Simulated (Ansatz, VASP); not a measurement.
# One calculation of Si2Mo, two programs

```
Si Mo
1.0
    -1.60000    1.60000    3.93050
     1.60000   -1.60000    3.93050
     1.60000    1.60000   -3.93050
Si Mo
2 1
Direct
  0.33300 0.33300 0.00000
  0.66700 0.66700 0.00000
  0.00000 0.00000 0.00000
```

Alike in both runs: task relaxation of cell and atoms; functional PBE; k mesh 11 × 11 × 11; occupations fermi-dirac, width 0.05 eV; no spin polarisation.

```csv
,VASP,Ansatz
version,VASP 6.6.1,Ansatz 0.2.0
potentials or method,"VASP PAW PBE potentials, release 64 (Si, Mo_sv)","plane waves, PAW"
plane-wave cutoff (eV),600,420
valence electrons in the cell,22,22
```

```tsv
	VASP	Ansatz	Ansatz less VASP
relaxed volume (Å³/atom)	13.58	13.58	-0.003
relaxed cell length with the largest relative difference (Å)	4.543	4.546	+0.0032
```

Ansatz's warnings: stress scf threshold loose.
